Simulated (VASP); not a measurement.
# CaO (Fm-3m) in VASP: notebook

Runs on CaO. Level: r2SCAN. Tasks: single point.

Everything below comes from runs of VASP 6.6.1. Logs are shortened: lines on timing, memory, paths and dates and some standing lists are left out, and cuts for length are marked.

## 1. The cell of the first run

Symmetry: Fm-3m, No. 225, cubic system. The conventional cell has a = 4.763 Å, b = 4.763 Å, c = 4.763 Å, α = 90.00°, β = 90.00°, γ = 90.00°. Within 3.1 Å of Ca (site symmetry m-3m) lie 6 O at 2.38 Å. O (site symmetry m-3m) has 6 Ca at 2.38 Å within 3.1 Å.

## 2. Single point, r2SCAN (13.50 Å³/atom)

POSCAR reads:

```
CaO
1.0
    0.0000000000      2.3813395374      2.3813395374
    2.3813395374      0.0000000000      2.3813395374
    2.3813395374      2.3813395374      0.0000000000
Ca O
1 1
Direct
    0.5000000000      0.5000000000      0.5000000000
    0.0000000000      0.0000000000      0.0000000000
```

INCAR.step1 reads:

```
PREC     = Accurate       # precision mode
ENCUT    = 1480           # plane-wave cutoff, eV
ISMEAR   = 0              # smearing method
SIGMA    = 0.05           # smearing width, eV
LREAL    = False          # projectors in reciprocal space
LASPH    = True           # aspherical terms in the spheres
NELM     = 120            # most SCF steps
NBANDS   = 15             # bands
GGA      = PE             # functional
ALGO     = Normal         # electronic algorithm
EDIFF    = 1E-5           # SCF threshold, eV
LWAVE    = True           # write WAVECAR
LCHARG   = False          # write CHGCAR
GGA_COMPAT= False
```

INCAR.step2 reads:

```
PREC     = Accurate       # precision mode
ENCUT    = 1480           # plane-wave cutoff, eV
EDIFF    = 1E-6           # SCF threshold, eV
ISMEAR   = 0              # smearing method
SIGMA    = 0.05           # smearing width, eV
LREAL    = False          # projectors in reciprocal space
LASPH    = True           # aspherical terms in the spheres
NELM     = 120            # most SCF steps
ALGO     = Normal         # electronic algorithm
ISIF     = 2              # what is computed and relaxed
LWAVE    = False          # write WAVECAR
LCHARG   = False          # write CHGCAR
METAGGA  = R2SCAN         # meta-GGA
LMIXTAU  = True         
NBANDS   = 15             # bands
ISTART   = 1            
GGA_COMPAT= False
```

KPOINTS reads:

```
Automatic mesh
0
Gamma
  8 8 8
```

Potentials or basis: VASP PAW PBE potentials, release 64 (Ca_sv, O_h).

Started as:

```console
$ cat potpaw_PBE.64/Ca_sv/POTCAR potpaw_PBE.64/O_h/POTCAR > POTCAR
$ cp INCAR.step1 INCAR
$ mpirun -np 1 vasp_std > vasp.out
$ cp INCAR.step2 INCAR
$ mpirun -np 1 vasp_std > vasp.out
```

OUTCAR:

```text
PREC = Accurate
   ENCUT = 1480
   EDIFF = 1E-6
   ISMEAR = 0
   LREAL = False
   LASPH = True
   NELM = 120
   ISIF = 2
   METAGGA = R2SCAN
   ISTART = 1

 ion  position               nearest neighbor table
   1  0.500  0.500  0.500-
   2  0.000  0.000  0.000-

  LATTYP: Found a face centered cubic cell.
 ALAT       =     4.7626790748

  Lattice vectors:

 A1 = (   0.0000000000,   2.3813395374,   2.3813395374)
 A2 = (   2.3813395374,   0.0000000000,   2.3813395374)
 A3 = (   2.3813395374,   2.3813395374,   0.0000000000)

Analysis of symmetry for initial positions (statically):
=====================================================================
 Subroutine PRICEL returns:
 Original cell was already a primitive cell.

 Routine SETGRP: Setting up the symmetry group for a
 face centered cubic supercell.

 Subroutine GETGRP returns: Found 48 space group operations
 (whereof 48 operations were pure point group operations)
 out of a pool of 48 trial point group operations.

The static configuration has the point symmetry O_h .

Analysis of symmetry for dynamics (positions and initial velocities):
=====================================================================
 Subroutine PRICEL returns:
 Original cell was already a primitive cell.

 Routine SETGRP: Setting up the symmetry group for a
 face centered cubic supercell.

 Subroutine GETGRP returns: Found 48 space group operations
 (whereof 48 operations were pure point group operations)
 out of a pool of 48 trial point group operations.

The dynamic configuration has the point symmetry O_h .

 Subroutine INISYM returns: Found 48 space group operations
 (whereof 48 operations are pure point group operations),
 and found     1 'primitive' translations

----------------------------------------------------------------------------------------

                                     Primitive cell

  volume of cell :      27.0081

  direct lattice vectors                    reciprocal lattice vectors
     0.000000000  2.381339537  2.381339537    -0.209965858  0.209965858  0.209965858
     2.381339537  0.000000000  2.381339537     0.209965858 -0.209965858  0.209965858
     2.381339537  2.381339537  0.000000000     0.209965858  0.209965858 -0.209965858

  length of vectors
     3.367722670  3.367722670  3.367722670     0.363671535  0.363671535  0.363671535

  position of ions in fractional coordinates (direct lattice)
     0.500000000  0.500000000  0.500000000
     0.000000000  0.000000000  0.000000000

  ion indices of the primitive-cell ions
   primitive index   ion index
                 1           1
                 2           2

----------------------------------------------------------------------------------------

 KPOINTS: Automatic mesh

Automatic generation of k-mesh.
 Grid dimensions read from file:
 generate k-points for:    8    8    8

 Generating k-lattice:

  Cartesian coordinates                     Fractional coordinates (reciprocal lattice)
    -0.026245732  0.026245732  0.026245732     0.125000000  0.000000000  0.000000000
     0.026245732 -0.026245732  0.026245732     0.000000000  0.125000000  0.000000000
     0.026245732  0.026245732 -0.026245732     0.000000000  0.000000000  0.125000000

  Length of vectors
     0.045458942  0.045458942  0.045458942

  Shift w.r.t. Gamma in fractional coordinates (k-lattice)
     0.000000000  0.000000000  0.000000000

 Subroutine IBZKPT returns following result:
 ===========================================

 Found     29 irreducible k-points:

 Following reciprocal coordinates:
            Coordinates               Weight
  0.000000  0.000000  0.000000      1.000000
  0.125000  0.000000  0.000000      8.000000
  0.250000  0.000000  0.000000      8.000000
  0.375000  0.000000  0.000000      8.000000
  0.500000  0.000000  0.000000      4.000000
  0.125000  0.125000  0.000000      6.000000
[... 16 lines left out ...]
  0.500000  0.250000  0.125000     48.000000
 -0.375000  0.250000  0.125000     24.000000
 [... further k-points ...]
   k-points           NKPTS =     29   k-points in BZ     NKDIM =     29   number of bands    NBANDS=     15
   number of dos      NEDOS =    301   number of ions     NIONS =      2
   total plane-waves  NPLWV =  74088
   dimension x,y,z NGX =    42 NGY =   42 NGZ =   42
   dimension x,y,z NGXF=    84 NGYF=   84 NGZF=   84
   ions per type =               1   1
   NGX,Y,Z   is equivalent  to a cutoff of  20.73, 20.73, 20.73 a.u.
   NGXF,Y,Z  is equivalent  to a cutoff of  41.47, 41.47, 41.47 a.u.
 SYSTEM =  unknown system
   PREC   = accura    normal or accurate (medium, high low for compatibility)
   ISTART =      1    job   : 0-new  1-cont  2-samecut
   ICHARG =      0    charge: 1-file 2-atom 10-const
   ISPIN  =      1    spin polarized calculation?
   LNONCOLLINEAR =      F non collinear calculations
   LSORBIT =      F    spin-orbit coupling
   LASPH  =      T    aspherical Exc in radial PAW
   ENCUT  = 1480.0 eV 108.78 Ry   10.43 a.u.  10.56 10.56 10.56*2*pi/ulx,y,z
   NELM   =    120;   NELMIN=  2; NELMDL=  0     # of ELM steps
   EDIFF  = 0.1E-05   stopping-criterion for ELM
   LREAL  =      F    real-space projection
   EDIFFG = 0.1E-04   stopping-criterion for IOM
   NSW    =      0    number of steps for IOM
   IBRION =     -1    ionic relax: 0-MD 1-quasi-New 2-CG
   NFREE  =      0    steps in history (QN), initial steepest desc. (CG)
   ISIF   =      2    stress and relaxation
   ISYM   =      2    0-nonsym 1-usesym 2-fastsym
   POTIM  = 0.5000    time-step for ionic-motion
   TEBEG  =    0.0;   TEEND  =   0.0 temperature during run
   PSTRESS=    0.0 pullay stress
   NELECT =      16.0000    total number of electrons
   NUPDOWN=      -1.0000    fix difference up-down
   EMIN   =  10.00;   EMAX   =-10.00  energy-range for DOS
   EFERMI =   0.00;   METHOD = LEGACY
   ISMEAR =     0;   SIGMA  =   0.05  broadening in eV -4-tet -1-fermi 0-gaus
   EFERMI_NEDOS =   21; number of points for ismear=-14 and -15
   IALGO  =     38    algorithm
   IMIX   =      4    mixing-type and parameters
     AMIX     =   0.40;   BMIX     =  1.00
     AMIX_MAG =   1.60;   BMIX_MAG =  1.00
  volume/ion in A,a.u.               =      13.50        91.13
  Fermi-wavevector in a.u.,A,eV,Ry     =   1.374939  2.598258 25.721241  1.890458
  Thomas-Fermi vector in A             =   2.500320
   LORBIT       =      0    0 simple, 1 ext, 2 COOP (PROOUT), +10 PAW based schemes
   METAGGA = R2SCAN    functional components
   LHFCALC =     F    Hartree Fock is set to
   AEXX    =    0.0000 exact exchange contribution
   IVDW    =     0    specifies the selected vdW correction
   LEPSILON=     F    determine dielectric tensor
   LRPA    =     F    only Hartree local field effects (RPA)
 non-spin polarized calculation
 Gauss-broadening in eV      SIGMA  =   0.05
  energy-cutoff  :     1480.00
  volume of cell :       27.01
 maximum number of plane-waves:      3523
   NGX = 21   NGY = 21   NGZ = 21

 number of electron      16.0000001 magnetization

 Free energy of the ion-electron system (eV)
  ---------------------------------------------------
  ext. energy  EPLUGINS =         0.00000000
  ---------------------------------------------------
  free energy    TOTEN  =       -19.45853328 eV

  energy without entropy =      -19.45853328  energy(sigma->0) =      -19.45853328

 E-fermi :   2.7775     XC(G=0): -11.2225

 val. band max:        2.4522884224   @ k =   0.0000   0.0000   0.0000
 cond. band min:       6.6376389031   @ k =   0.5000   0.5000   0.0000
 fundamental gap:      4.1853504806
 Fermi energy:         2.7774852167

 k-point     1 :       0.0000    0.0000    0.0000
  band No.  band energies     occupation
      1     -36.4867      2.00000
      2     -16.3581      2.00000
      3     -16.3581      2.00000
      4     -16.3581      2.00000
      5     -14.0734      2.00000
      6       2.4523      2.00000
      7       2.4523      2.00000
      8       2.4523      2.00000
      9       8.1162      0.00000
     10       9.3783      0.00000
     11       9.3783      0.00000
     12       9.3783      0.00000
     13      11.0233      0.00000
     14      11.0233      0.00000
     15      18.4105      0.00000

 k-point     2 :       0.1250    0.0000    0.0000
  band No.  band energies     occupation
      1     -36.4700      2.00000
      2     -16.6364      2.00000
      3     -16.3661      2.00000
      4     -16.3661      2.00000
      5     -13.7874      2.00000
      6       1.9297      2.00000
      7       2.2345      2.00000
      8       2.2345      2.00000
      9       8.8007      0.00000
     10       9.3365      0.00000
     11       9.6585      0.00000
     12       9.6585      0.00000
     13      11.4134      0.00000
     14      11.4134      0.00000
     15      19.0425      0.00000

 k-point     3 :       0.2500    0.0000    0.0000
  band No.  band energies     occupation
      1     -36.4296      2.00000
      2     -17.1498      2.00000
      3     -16.3852      2.00000
      4     -16.3852      2.00000
      5     -13.2533      2.00000
      6       0.9197      2.00000
      7       1.7656      2.00000
      8       1.7656      2.00000
      9       9.4206      0.00000
     10      10.2902      0.00000
     11      10.3956      0.00000
     12      10.3956      0.00000
     13      12.3547      0.00000
     14      12.3547      0.00000
     15      19.5074      0.00000

 k-point     4 :       0.3750    0.0000    0.0000
  band No.  band energies     occupation
      1     -36.3887      2.00000
      2     -17.5542      2.00000
      3     -16.4042      2.00000
      4     -16.4042      2.00000
      5     -12.8253      2.00000
      6       0.0934      2.00000
      7       1.3560      2.00000
      8       1.3560      2.00000
      9       9.9064      0.00000
     10      11.2532      0.00000
     11      11.2532      0.00000
     12      11.5278      0.00000
     13      13.3783      0.00000
     14      13.3783      0.00000
     15      18.5580      0.00000
[... 307 lines left out ...]
 k-point    22 :       0.3750    0.2500    0.1250
  band No.  band energies     occupation
      1     -36.4001      2.00000
      2     -17.1873      2.00000
      3     -16.5311      2.00000
      4     -16.4239      2.00000
      5     -13.2163      2.00000
      6       0.6108      2.00000
      7       1.6473      2.00000
      8       1.9424      2.00000
      9       8.4700      0.00000
     10      10.5055      0.00000
     11      11.1309      0.00000
     12      11.4932      0.00000
     13      12.3446      0.00000
     14      13.6534      0.00000
     15      20.0191      0.00000

 k-point    23 :       0.5000    0.2500    0.1250
  band No.  band energies     occupation
      1     -36.3678      2.00000
      2     -17.3602      2.00000
      3     -16.6006      2.00000
      4     -16.4646      2.00000
      5     -13.0609      2.00000
      6       0.4340      2.00000
      7       1.3469      2.00000
      8       1.6064      2.00000
      9       9.0077      0.00000
     10      10.7981      0.00000
     11      11.7623      0.00000
     12      11.9380      0.00000
     13      13.3533      0.00000
     14      14.6455      0.00000
     15      18.5862      0.00000

 k-point    24 :      -0.3750    0.2500    0.1250
  band No.  band energies     occupation
      1     -36.3543      2.00000
      2     -17.4293      2.00000
      3     -16.6158      2.00000
      4     -16.4935      2.00000
      5     -13.0019      2.00000
      6       0.3863      2.00000
      7       1.3087      2.00000
      8       1.3614      2.00000
      9       9.9457      0.00000
     10      10.0375      0.00000
     11      12.0716      0.00000
     12      12.3413      0.00000
     13      13.6555      0.00000
     14      15.4658      0.00000
     15      17.7028      0.00000

 [... further k-points ...]
[... 5 lines left out ...]
  --------------------------------------------------------------------------------------
  -------------------------------------------------------------------------------------
  Total        0.5968381      0.5968381      0.5968381     -0.0000000     -0.0000000      0.0000000
  in kB       35.4056962     35.4056962     35.4056962     -0.0000000     -0.0000000      0.0000000
  external PRESSURE =      35.4056962 kB  Pullay stress =       0.0000000 kB

 VOLUME and BASIS-vectors are now :
 -----------------------------------------------------------------------------
  energy-cutoff  :     1480.00
  volume of cell :       27.01
      direct lattice vectors                 reciprocal lattice vectors
     0.000000000  2.381339537  2.381339537    -0.209965858  0.209965858  0.209965858
     2.381339537  0.000000000  2.381339537     0.209965858 -0.209965858  0.209965858
     2.381339537  2.381339537  0.000000000     0.209965858  0.209965858 -0.209965858

 POSITION                                       TOTAL-FORCE (eV/Angst)
 -----------------------------------------------------------------------------------
      2.38134      2.38134      2.38134         0.000000     -0.000000     -0.000000
      0.00000      0.00000      0.00000        -0.000000      0.000000      0.000000
 -----------------------------------------------------------------------------------
    total drift:                               -0.000000     -0.000000     -0.000000

  FREE ENERGIE OF THE ION-ELECTRON SYSTEM (eV)
  ---------------------------------------------------
  free  energy   TOTEN  =       -19.4585332829 eV

  energy  without entropy=      -19.4585332829  energy(sigma->0) =      -19.45853328
```

It took 99 s on 1 thread of Intel Xeon 6975P-C (Granite Rapids), shared host; peak memory 0.33 GiB.

Results:

```yaml
Free_energy: -19.4585 eV
Pressure: 3.5 GPa
Band_gap_on_the_k_mesh: 4.19 eV (least direct gap 4.55 eV)
```

Caveat: the cell stands under pressure; the PAW data sets were made with another functional, which shifts forces and pressure a little. A k mesh can miss the band edges.

## 3. Single point, r2SCAN (13.23 Å³/atom)

This run uses another cell than the first one, of 13.23 Å³/atom.

POSCAR reads:

```
CaO
1.0
    0.0000000000      2.3650284807      2.3650284807
    2.3650284807      0.0000000000      2.3650284807
    2.3650284807      2.3650284807      0.0000000000
Ca O
1 1
Direct
    0.5000000000      0.5000000000      0.5000000000
    0.0000000000      0.0000000000      0.0000000000
```

INCAR.step1 reads:

```
PREC = Accurate
ENCUT = 1480
ISMEAR = 0
SIGMA = 0.05
LREAL = F
LASPH = T
NELM = 120
NBANDS = 15
GGA = PE
ALGO = Normal
EDIFF = 1E-5
LWAVE = T
LCHARG = F
GGA_COMPAT = F
```

INCAR.step2 reads:

```
PREC = Accurate
ENCUT = 1480
EDIFF = 1E-6
ISMEAR = 0
SIGMA = 0.05
LREAL = F
LASPH = T
NELM = 120
ALGO = Normal
ISIF = 2
LWAVE = F
LCHARG = F
METAGGA = R2SCAN
LMIXTAU = T
NBANDS = 15
ISTART = 1
GGA_COMPAT = F
```

KPOINTS reads:

```
regular mesh
0
Gamma
  8 8 8
```

Potentials or basis: VASP PAW PBE potentials, release 64 (Ca_sv, O_h).

Started as:

```console
$ cat potpaw_PBE.64/Ca_sv/POTCAR potpaw_PBE.64/O_h/POTCAR > POTCAR
$ cp INCAR.step1 INCAR
$ mpirun -np 1 vasp_std > vasp.out
$ cp INCAR.step2 INCAR
$ mpirun -np 1 vasp_std > vasp.out
```

Run time: 1.9 min. Hardware: 1 thread of Intel Xeon 6975P-C (Granite Rapids), shared host; peak memory 0.32 GiB.

The run converged. Its results:

```yaml
Free_energy: -19.4409 eV
Pressure: 6.4 GPa
Band_gap_on_the_k_mesh: 4.18 eV (least direct gap 4.54 eV)
```

Levels at points of the mesh, in eV from the valence-band top:
| k point | band 5 | band 6 | band 7 | band 8 | band 9 | band 10 | band 11 | band 12 |
| --- | --- | --- | --- | --- | --- | --- | --- | --- |
| (0.00, 0.00, 0.00) | -16.57 | 0.00 | 0.00 | 0.00 | 5.85 | 6.98 | 6.98 | 6.98 |
| (0.50, 0.00, 0.00) | -15.05 | -2.72 | -1.30 | -1.30 | 7.93 | 9.32 | 9.32 | 9.61 |
| (0.50, 0.50, 0.00) | -16.35 | -1.26 | -0.36 | -0.36 | 4.18 | 9.13 | 9.91 | 10.57 |

Caveat: the cell stands under pressure; the PAW data sets were made with another functional, which shifts forces and pressure a little.
